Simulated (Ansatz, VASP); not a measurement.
**Ge: VASP beside Ansatz**

```
Ge
1.0
     0.00000    2.66197    3.19437
     2.66197    0.00000    3.19437
     2.66197    2.66197    0.00000
Ge
2
Direct
  0.50000 0.50000 0.50000
  0.75000 0.75000 0.75000
```

Alike in both runs: task single point; functional PBEsol; k mesh 16 × 16 × 16; occupations gaussian, width 0.15 eV; no spin polarisation.

```csv
,VASP,Ansatz
version,VASP 6.6.1,Ansatz 0.2.0
potentials or method,"VASP PAW PBE potentials, release 64 (Ge_d), cutoff 520 eV","scalar-relativistic, plane waves, PAW"
valence electrons in the cell,28,28
```

|  | VASP | Ansatz | Ansatz less VASP |
| --- | --- | --- | --- |
| gap on the k mesh at the Fermi level (eV) | none | none | - |
| pressure (GPa) | 0.5 | 0.8 | +0.35 |
| traceless stress, the component that is largest in VASP (GPa) | -9.93 | -9.90 | +0.037 |

VASP's potentials were made for PBE, not for PBEsol. A gap of «none» marks a metal or a gap that the smearing closes.
